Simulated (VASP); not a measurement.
# Si (Fd-3m) in VASP: a series of runs, part 2 of 2

VASP 6.6.1.

## (3) Single point, PBE

This run uses another cell than the first one, of 17.68 Å³/atom.

Contents of INCAR:

```
  ALGO = Normal
  EDIFF = 1E-6
  ENCUT = 520
  GGA = PE
  ISIF = 2
  ISMEAR = 0
  LASPH = T
  LCHARG = F
  LREAL = F
  LWAVE = F
  NBANDS = 11
  NELM = 80
  PREC = Accurate
  SIGMA = 0.1
```

Contents of KPOINTS:

```
k-points
0
Gamma
  8 8 8
```

Contents of POSCAR:

```
Si
1.0
    0.0000000000      2.6053390055      2.6053390055
    2.6053390055      0.0000000000      2.6053390055
    2.6053390055      2.6053390055      0.0000000000
Si
2
Direct
    0.2500000000      0.2500000000      0.2500000000
    0.0000000000      0.0000000000      0.0000000000
```

Potentials or basis: VASP PAW PBE potentials, release 64 (Si).

On the command line:

```
$ cat potpaw_PBE.64/Si/POTCAR > POTCAR
$ mpirun -np 1 vasp_std > vasp.out
```

OUTCAR:

```text
EDIFF = 1E-6
   ENCUT = 520
   GGA = PE
   ISIF = 2
   ISMEAR = 0
   LASPH = T
   LREAL = F
   NELM = 80
   PREC = Accurate

 ion  position               nearest neighbor table
   1  0.250  0.250  0.250-   2 2.26   2 2.26   2 2.26   2 2.26
   2  0.000  0.000  0.000-   1 2.26   1 2.26   1 2.26   1 2.26

  LATTYP: Found a face centered cubic cell.
 ALAT       =     5.2106780110

  Lattice vectors:

 A1 = (   0.0000000000,   2.6053390055,   2.6053390055)
 A2 = (   2.6053390055,   0.0000000000,   2.6053390055)
 A3 = (   2.6053390055,   2.6053390055,   0.0000000000)

Analysis of symmetry for initial positions (statically):
=====================================================================
 Subroutine PRICEL returns:
 Original cell was already a primitive cell.

 Routine SETGRP: Setting up the symmetry group for a
 face centered cubic supercell.

 Subroutine GETGRP returns: Found 48 space group operations
 (whereof 24 operations were pure point group operations)
 out of a pool of 48 trial point group operations.

The static configuration has the point symmetry T_d .
 The point group associated with its full space group is O_h .

[... 173 lines left out ...]
      4       7.1567      1.99090
      5       9.7620      0.00000
      6       9.7620      0.00000
      7       9.7620      0.00000
      8      12.0204      0.00000
      9      14.9254      0.00000
     10      14.9254      0.00000
     11      15.6337      0.00000
[... 309 lines left out ...]
 k-point    24 :      -0.3750    0.2500    0.1250
  band No.  band energies     occupation
      1      -2.4438      2.00000
      2      -0.1324      2.00000
      3       3.3531      2.00000
      4       4.7101      2.00000
      5      10.1790      0.00000
      6      10.4540      0.00000
      7      13.4009      0.00000
      8      14.6517      0.00000
      9      15.0771      0.00000
     10      18.1668      0.00000
     11      19.7845      0.00000

 [... further k-points ...]

------------------------ aborting loop because EDIFF is reached ----------------------------------------

  FORCE on cell =-STRESS in cart. coord.  units (eV):
  Direction    XX          YY          ZZ          XY          YZ          ZX
  --------------------------------------------------------------------------------------
  -------------------------------------------------------------------------------------
  Total        3.8697839      3.8697839      3.8697839     -0.0000000      0.0000000     -0.0000000
  in kB      175.2970350    175.2970350    175.2970350     -0.0000000      0.0000000     -0.0000000
  external PRESSURE =     175.2970350 kB  Pullay stress =       0.0000000 kB

 VOLUME and BASIS-vectors are now :
 -----------------------------------------------------------------------------
  energy-cutoff  :      520.00
  volume of cell :       35.37
      direct lattice vectors                 reciprocal lattice vectors
     0.000000000  2.605339005  2.605339005    -0.191913605  0.191913605  0.191913605
     2.605339005  0.000000000  2.605339005     0.191913605 -0.191913605  0.191913605
     2.605339005  2.605339005  0.000000000     0.191913605  0.191913605 -0.191913605

 POSITION                                       TOTAL-FORCE (eV/Angst)
 -----------------------------------------------------------------------------------
      1.30267      1.30267      1.30267         0.000000     -0.000000      0.000000
      0.00000      0.00000      0.00000        -0.000000      0.000000     -0.000000
 -----------------------------------------------------------------------------------
    total drift:                                0.000000      0.000000     -0.000000

  FREE ENERGIE OF THE ION-ELECTRON SYSTEM (eV)
  ---------------------------------------------------
  free  energy   TOTEN  =       -10.5794069603 eV

  energy  without entropy=      -10.5793837735  energy(sigma->0) =      -10.57939537
```

Run time: 8.6 s. Hardware: 1 thread of AMD EPYC 7R13, shared host; peak memory 0.12 GiB.

What came out:

```
Free energy            : -10.5794 eV
Pressure               : 17.5 GPa
Band gap on the k mesh : 0.39 eV (least direct gap 2.61 eV)
```

Caveat: the cell stands under pressure; semilocal functionals underestimate gaps, and a narrow one can read as zero.

## (4) Single point, PBE

Contents of INCAR:

```
PREC     = Accurate       # precision mode
ENCUT    = 520            # plane-wave cutoff, eV
EDIFF    = 1E-7           # SCF threshold, eV
ISMEAR   = 0              # smearing method
SIGMA    = 0.1            # smearing width, eV
LREAL    = F              # projectors in reciprocal space
LASPH    = T              # aspherical terms in the spheres
NELM     = 60             # most SCF steps
ALGO     = Normal         # electronic algorithm
ISIF     = 2              # what is computed and relaxed
LWAVE    = F              # write WAVECAR
LCHARG   = T              # write CHGCAR
GGA      = PE             # functional
LELF     = T              # ELF
LVHAR    = T            
NBANDS   = 11             # bands
```

Contents of KPOINTS:

```
Automatic mesh
0
Gamma
  8 8 8
```

Contents of POSCAR:

```
Si
1.0
    0.0000000000      2.7218511865      2.7218511865
    2.7218511865      0.0000000000      2.7218511865
    2.7218511865      2.7218511865      0.0000000000
Si
2
Direct
    0.2500000000      0.2500000000      0.2500000000
    0.0000000000      0.0000000000      0.0000000000
```

On the command line:

```
$ cat potpaw_PBE.64/Si/POTCAR > POTCAR
$ mpirun -np 1 vasp_std > vasp.out
```

It took 13 s on 1 thread of AMD EPYC 7R13, shared host; peak memory 0.13 GiB.

Results (log left out):

```
Free energy            : -10.8439 eV
Pressure               : 1.3 GPa
Band gap on the k mesh : 0.63 eV (least direct gap 2.56 eV)
```

Levels at points of the mesh, in eV from the valence-band top:
```csv
k point,band 1,band 2,band 3,band 4,band 5,band 6,band 7,band 8
"(0.00, 0.00, 0.00)",-11.91,0.00,0.00,0.00,2.56,2.56,2.56,3.29
"(0.50, 0.00, 0.00)",-9.60,-6.93,-1.19,-1.19,1.51,3.34,3.34,7.72
"(0.50, 0.50, 0.00)",-7.79,-7.79,-2.83,-2.83,0.72,0.72,10.05,10.05
```

Caveat: semilocal functionals underestimate gaps, and a narrow one can read as zero.

## (5) Single point, LDA

Contents of INCAR:

```
  PREC = Accurate
  ENCUT = 520
  EDIFF = 1E-6
  ISMEAR = 0
  SIGMA = 0.1
  LREAL = F
  LASPH = T
  NELM = 60
  ALGO = Normal
  ISIF = 2
  LWAVE = F
  LCHARG = T
  LELF = T
  LVHAR = T
  NBANDS = 11
```

Contents of KPOINTS:

```
regular mesh
0
Gamma
  8 8 8
```

POSCAR is that of step 4.

Potentials or basis: VASP PAW LDA potentials, release 64 (Si).

On the command line:

```
$ cat potpaw_LDA.64/Si/POTCAR > POTCAR
$ mpirun -np 1 vasp_std > vasp.out
```

Run time: 11 s. Hardware: 1 thread of AMD EPYC 7R13, shared host; peak memory 0.11 GiB.

It converged, with:

| Property | Result |
| --- | --- |
| Free energy | -11.9097 eV |
| Pressure | -2.1 GPa |
| Band gap on the k mesh | 0.53 eV (least direct gap 2.52 eV) |

Levels at points of the mesh, in eV from the valence-band top:
```tsv
k point	band 2	band 3	band 4	band 5	band 6	band 7
(0.00, 0.00, 0.00)	0.00	0.00	0.00	2.52	2.52	2.52
(0.50, 0.00, 0.00)	-6.96	-1.19	-1.19	1.40	3.29	3.29
(0.50, 0.50, 0.00)	-7.79	-2.83	-2.83	0.62	0.62	9.92
```

Caveat: semilocal functionals underestimate gaps, and a narrow one can read as zero.

## (6) Single point, PBE

Contents of INCAR:

```
PREC     = Accurate       # precision mode
ENCUT    = 520            # plane-wave cutoff, eV
EDIFF    = 1E-7           # SCF threshold, eV
ISMEAR   = -1             # smearing method
SIGMA    = 0.06802846561497 # smearing width, eV
LREAL    = False          # projectors in reciprocal space
LASPH    = True           # aspherical terms in the spheres
NELM     = 60             # most SCF steps
ALGO     = Normal         # electronic algorithm
ISIF     = 2              # what is computed and relaxed
LWAVE    = False          # write WAVECAR
LCHARG   = False          # write CHGCAR
GGA      = PE             # functional
NBANDS   = 11             # bands
```

KPOINTS is that of step 5.

POSCAR is that of step 5.

Potentials or basis: VASP PAW PBE potentials, release 64 (Si).

On the command line:

```
$ cat potpaw_PBE.64/Si/POTCAR > POTCAR
$ mpirun -np 1 vasp_std > vasp.out
```

Run time: 14 s. Hardware: 1 thread of AMD EPYC 7R13, shared host; peak memory 0.13 GiB.

It converged, with:

```
Free energy            : -10.8439 eV
Pressure               : 1.3 GPa
Band gap on the k mesh : 0.63 eV (least direct gap 2.56 eV)
```

Levels at points of the mesh, in eV from the valence-band top:
```csv
k point,band 1,band 2,band 3,band 4,band 5,band 6,band 7,band 8
"(0.00, 0.00, 0.00)",-11.91,0.00,0.00,0.00,2.56,2.56,2.56,3.29
"(0.50, 0.00, 0.00)",-9.60,-6.93,-1.19,-1.19,1.51,3.34,3.34,7.72
"(0.50, 0.50, 0.00)",-7.79,-7.79,-2.83,-2.83,0.72,0.72,10.05,10.05
```

Caveat: semilocal functionals underestimate gaps, and a narrow one can read as zero.

## (7) Overview

| level | potentials or basis | cell | k mesh | smearing | gap on the mesh (eV) | pressure (GPa) |
| --- | --- | --- | --- | --- | --- | --- |
| PBE | VASP PAW PBE potentials, release 64 (Si) | a = 3.849 Å, angles 60.0°, 2 atoms | 7 × 7 × 7 | gaussian 0.1 eV | 0.59 | 1.3 |
| PBE | VASP PAW PBE potentials, release 64 (Si) | a = 3.685 Å, angles 60.0°, 2 atoms | 8 × 8 × 8 | gaussian 0.1 eV | 0.39 | 17.5 |
| PBE | VASP PAW PBE potentials, release 64 (Si) | a = 3.849 Å, angles 60.0°, 2 atoms | 8 × 8 × 8 | gaussian 0.1 eV | 0.63 | 1.3 |
| LDA | VASP PAW LDA potentials, release 64 (Si) | a = 3.849 Å, angles 60.0°, 2 atoms | 8 × 8 × 8 | gaussian 0.1 eV | 0.53 | -2.1 |
| PBE | VASP PAW PBE potentials, release 64 (Si) | a = 3.849 Å, angles 60.0°, 2 atoms | 8 × 8 × 8 | fermi-dirac 0.0680285 eV | 0.63 | 1.3 |

Alike in all rows: task single point; no spin polarisation; cutoff (eV) 520.

Caveats: semilocal functionals underestimate gaps, and a narrow one can read as zero; an odd mesh through Γ misses points on the zone boundary, where band edges can lie (at least some runs); the cell stands under pressure (at least some runs).

Absolute energies hang on the potentials; compare differences alone.
